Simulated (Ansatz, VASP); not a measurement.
# B2N in VASP and in Ansatz

```
B N
1.0
    -1.18945    1.18945    3.87015
     1.18945   -1.18945    3.87015
     1.18945    1.18945   -3.87015
B N
2 1
Direct
  0.34000 0.34000 0.00000
  0.66000 0.66000 0.00000
  0.00000 0.00000 0.00000
```

Alike in both runs: task single point; functional PBE; k mesh 10 × 10 × 10; occupations gaussian, width 0.1 eV; no spin polarisation.

|  | VASP | Ansatz |
| --- | --- | --- |
| version | VASP 6.6.1 | Ansatz 0.2.0 |
| potentials or method | VASP PAW PBE potentials, release 64 (B, N), cutoff 520 eV | scalar-relativistic, plane waves, PAW |
| valence electrons in the cell | 11 | 11 |

```tsv
	VASP	Ansatz	Ansatz less VASP
gap on the k mesh at the Fermi level (eV)	none	none	-
rms of the force components (eV/Å)	0.277	0.279	+0.0016
```

Atom by atom the forces differ by 0.002 eV/Å (rms over components). A gap of «none» marks a metal or a gap that the smearing closes. With one functional, cell and mesh, what is left measures potentials, basis and numerics.

The k mesh is coarse, so the values compare programs but aren't converged.
